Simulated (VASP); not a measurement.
# Cu (P6_3/mmc) in VASP: notebook

Cu is run at these levels: r2SCAN; tasks: single point, relaxation of cell and atoms.

Program: VASP 6.6.1. These are calculated values, not measurements. Logs are shortened: lines on timing, memory, paths and dates and some standing lists are left out, and cuts for length are marked.

## Step 1: The cell of the first run

It takes space group P6_3/mmc (No. 194, hexagonal). Conventional cell: a = 2.440 Å, b = 2.440 Å, c = 4.029 Å, α = 90.00°, β = 90.00°, γ = 120.00°. Cu (site symmetry -6m2) has 12 Cu at 2.44 to 2.46 Å within 3.2 Å.

## Step 2: Single point, r2SCAN

File POSCAR:

```
Cu
1.0
    2.4398527560      0.0000000000      0.0000000000
   -1.2199263780      2.1129744682      0.0000000000
    0.0000000000      0.0000000000      4.0293902431
Cu
2
Direct
    0.3333333333      0.6666666667      0.2500000000
    0.6666666667      0.3333333333      0.7500000000
```

File INCAR.step1:

```
SYSTEM = Cu
PREC = Accurate ; ENCUT = 520
ISMEAR = -1 ; SIGMA = 0.05
LREAL = .FALSE. ; LASPH = .TRUE.
NELM = 60 ; NBANDS = 18
GGA = PE ; ALGO = Normal
EDIFF = 1E-4 ; LWAVE = .TRUE.
LCHARG = .FALSE.
```

File INCAR.step2:

```
SYSTEM = Cu
PREC = Accurate ; ENCUT = 520
EDIFF = 1E-6 ; ISMEAR = -1
SIGMA = 0.05 ; LREAL = .FALSE.
LASPH = .TRUE. ; NELM = 60
ALGO = Normal ; ISIF = 2
LWAVE = .FALSE. ; LCHARG = .FALSE.
METAGGA = R2SCAN ; LMIXTAU = .TRUE.
NBANDS = 18 ; ISTART = 1
```

File KPOINTS:

```
Automatic mesh
0
G
  9 9 5
  0 0 0
```

Potentials or basis: VASP PAW PBE potentials, release 64 (Cu).

Command:

```console
$ cat potpaw_PBE.64/Cu/POTCAR > POTCAR
$ cp INCAR.step1 INCAR
$ mpirun -np 1 vasp_std > vasp.out
$ cp INCAR.step2 INCAR
$ mpirun -np 1 vasp_std > vasp.out
```

OUTCAR:

```text
SYSTEM = Cu
   PREC = Accurate
   ENCUT = 520
   EDIFF = 1E-6
   ISMEAR = -1
   LREAL = .FALSE.
   LASPH = .TRUE.
   NELM = 60
   ISIF = 2
   METAGGA = R2SCAN
   ISTART = 1

 ion  position               nearest neighbor table
   1  0.333  0.667  0.250-   2 2.46   2 2.46   2 2.46   2 2.46   2 2.46   2 2.46
   2  0.667  0.333  0.750-   1 2.46   1 2.46   1 2.46   1 2.46   1 2.46   1 2.46

  LATTYP: Found a hexagonal cell.
 ALAT       =     2.4398527560
 C/A-ratio  =     1.6514891045

  Lattice vectors:

 A1 = (   2.4398527560,   0.0000000000,   0.0000000000)
 A2 = (  -1.2199263780,   2.1129744682,   0.0000000000)
 A3 = (   0.0000000000,   0.0000000000,   4.0293902431)

Analysis of symmetry for initial positions (statically):
=====================================================================
 Subroutine PRICEL returns:
 Original cell was already a primitive cell.

 Routine SETGRP: Setting up the symmetry group for a
 hexagonal supercell.

 Subroutine GETGRP returns: Found 24 space group operations
 (whereof 12 operations were pure point group operations)
 out of a pool of 24 trial point group operations.

The static configuration has the point symmetry D_3d.
 The point group associated with its full space group is D_6h.

Analysis of symmetry for dynamics (positions and initial velocities):
=====================================================================
 Subroutine PRICEL returns:
 Original cell was already a primitive cell.

 Routine SETGRP: Setting up the symmetry group for a
 hexagonal supercell.

 Subroutine GETGRP returns: Found 24 space group operations
 (whereof 12 operations were pure point group operations)
 out of a pool of 24 trial point group operations.

The dynamic configuration has the point symmetry D_3d.
 The point group associated with its full space group is D_6h.

 Subroutine INISYM returns: Found 24 space group operations
 (whereof 12 operations are pure point group operations),
 and found     1 'primitive' translations

----------------------------------------------------------------------------------------

                                     Primitive cell

  volume of cell :      20.7729

  direct lattice vectors                    reciprocal lattice vectors
     2.439852756  0.000000000  0.000000000     0.409860799  0.236633243  0.000000000
[... 75 lines left out ...]
   NGXF,Y,Z  is equivalent  to a cutoff of  24.53, 24.53, 24.76 a.u.
 SYSTEM =  Cu
   PREC   = accura    normal or accurate (medium, high low for compatibility)
   ISTART =      1    job   : 0-new  1-cont  2-samecut
   ICHARG =      0    charge: 1-file 2-atom 10-const
   ISPIN  =      1    spin polarized calculation?
   LNONCOLLINEAR =      F non collinear calculations
   LSORBIT =      F    spin-orbit coupling
   LASPH  =      T    aspherical Exc in radial PAW
   ENCUT  =  520.0 eV  38.22 Ry    6.18 a.u.   4.54  4.54  7.49*2*pi/ulx,y,z
   NELM   =     60;   NELMIN=  2; NELMDL=  0     # of ELM steps
   EDIFF  = 0.1E-05   stopping-criterion for ELM
   LREAL  =      F    real-space projection
   EDIFFG = 0.1E-04   stopping-criterion for IOM
   NSW    =      0    number of steps for IOM
   IBRION =     -1    ionic relax: 0-MD 1-quasi-New 2-CG
   NFREE  =      0    steps in history (QN), initial steepest desc. (CG)
   ISIF   =      2    stress and relaxation
   ISYM   =      2    0-nonsym 1-usesym 2-fastsym
   POTIM  = 0.5000    time-step for ionic-motion
   TEBEG  =    0.0;   TEEND  =   0.0 temperature during run
   PSTRESS=    0.0 pullay stress
   NELECT =      22.0000    total number of electrons
   NUPDOWN=      -1.0000    fix difference up-down
   EMIN   =  10.00;   EMAX   =-10.00  energy-range for DOS
   EFERMI =   0.00;   METHOD = LEGACY
   ISMEAR =    -1;   SIGMA  =   0.05  broadening in eV -4-tet -1-fermi 0-gaus
   EFERMI_NEDOS =   21; number of points for ismear=-14 and -15
   IALGO  =     38    algorithm
   IMIX   =      4    mixing-type and parameters
     AMIX     =   0.40;   BMIX     =  1.00
     AMIX_MAG =   1.60;   BMIX_MAG =  1.00
  volume/ion in A,a.u.               =      10.39        70.09
  Fermi-wavevector in a.u.,A,eV,Ry     =   1.668719  3.153422 37.887117  2.784625
  Thomas-Fermi vector in A             =   2.754518
   LORBIT       =      0    0 simple, 1 ext, 2 COOP (PROOUT), +10 PAW based schemes
   METAGGA = R2SCAN    functional components
   LHFCALC =     F    Hartree Fock is set to
   AEXX    =    0.0000 exact exchange contribution
   IVDW    =     0    specifies the selected vdW correction
   LEPSILON=     F    determine dielectric tensor
   LRPA    =     F    only Hartree local field effects (RPA)
 non-spin polarized calculation
  energy-cutoff  :      520.00
  volume of cell :       20.77
 maximum number of plane-waves:       572
 NGX is ok and might be reduce to    18
   NGX =  9   NGY =  9   NGZ = 15

 number of electron      22.0000034 magnetization

 Free energy of the ion-electron system (eV)
  ---------------------------------------------------
  ext. energy  EPLUGINS =         0.00000000
  ---------------------------------------------------
  free energy    TOTEN  =       -21.54762049 eV

  energy without entropy =      -21.54487962  energy(sigma->0) =      -21.54625005

 E-fermi :   9.1492     XC(G=0): -14.6283

 val. band max:        9.0997242911   @ k =   0.1111   0.1111   0.2000
 cond. band min:       9.1750063450   @ k =   0.1111  -0.0000   0.0000
 fundamental gap:      0.0752820538
 Fermi energy:         9.1491590581

 k-point     1 :       0.0000    0.0000    0.0000
  band No.  band energies     occupation
      1      -1.6376      2.00000
      2       3.0291      2.00000
      3       5.4676      2.00000
      4       5.5757      2.00000
      5       5.5759      2.00000
      6       5.8260      2.00000
[... 481 lines left out ...]
      5       5.2540      2.00000
      6       5.2541      2.00000
[... 10 lines left out ...]
     17      26.1736      0.00000
     18      26.8701      0.00000

 [... further k-points ...]
[... 5 lines left out ...]
  --------------------------------------------------------------------------------------
  -------------------------------------------------------------------------------------
  Total        2.6886712      2.6886712      2.6737129      0.0000000     -0.0000000     -0.0000000
  in kB      207.3724565    207.3724565    206.2187492      0.0000000     -0.0000000     -0.0000000
  external PRESSURE =     206.9878874 kB  Pullay stress =       0.0000000 kB

 VOLUME and BASIS-vectors are now :
 -----------------------------------------------------------------------------
  energy-cutoff  :      520.00
  volume of cell :       20.77
      direct lattice vectors                 reciprocal lattice vectors
     2.439852756  0.000000000  0.000000000     0.409860799  0.236633243  0.000000000
    -1.219926378  2.112974468  0.000000000     0.000000000  0.473266485  0.000000000
     0.000000000  0.000000000  4.029390243     0.000000000  0.000000000  0.248176508

 POSITION                                       TOTAL-FORCE (eV/Angst)
 -----------------------------------------------------------------------------------
     -0.00000      1.40865      1.00735         0.000000      0.000000     -0.000000
      1.21993      0.70432      3.02204        -0.000000     -0.000000      0.000000
 -----------------------------------------------------------------------------------
    total drift:                               -0.000000      0.000000     -0.000000

  FREE ENERGIE OF THE ION-ELECTRON SYSTEM (eV)
  ---------------------------------------------------
  free  energy   TOTEN  =       -21.5476204883 eV

  energy  without entropy=      -21.5448796193  energy(sigma->0) =      -21.54625005
```

OSZICAR.step1:

```text
N       E                     dE             d eps       ncg     rms          rms(c)
DAV:   1     0.114152479782E+03    0.11415E+03   -0.10669E+04  1496   0.228E+03
DAV:   2    -0.318948318062E+01   -0.11734E+03   -0.11180E+03  1296   0.288E+02
DAV:   3    -0.903923049201E+01   -0.58497E+01   -0.55910E+01  1460   0.837E+01
DAV:   4    -0.909948742443E+01   -0.60257E-01   -0.60216E-01  1526   0.907E+00
DAV:   5    -0.910023279722E+01   -0.74537E-03   -0.74535E-03  1552   0.914E-01    0.110E+01
DAV:   6    -0.776631350707E+01    0.13339E+01   -0.94397E+00  1378   0.923E+01    0.432E+00
DAV:   7    -0.726222300359E+01    0.50409E+00   -0.16213E+00  1432   0.351E+01    0.959E-01
DAV:   8    -0.723188192953E+01    0.30341E-01   -0.10000E-02  1900   0.113E+00    0.386E-01
DAV:   9    -0.722904093371E+01    0.28410E-02   -0.30760E-03  1570   0.170E+00    0.186E-02
DAV:  10    -0.722907485755E+01   -0.33924E-04   -0.14184E-04  1154   0.126E-01
   1 F= -.72290749E+01 E0= -.72277135E+01  d E =-.272270E-02
```

Wall time 33 s (1 thread of Intel Xeon Platinum 8375C at 2.90GHz (Ice Lake), shared host); peak memory 0.13 GiB.

Results:

```yaml
Free_energy: -21.5476 eV
Pressure: 20.7 GPa
Band_gap_on_the_k_mesh: zero (band 11 reaches 13.65 eV, above the bottom of band 12 at 6.95 eV)
```

Caveat: the PAW data sets were made with another functional, which shifts forces and pressure a little.

[end of part 1 of 2]
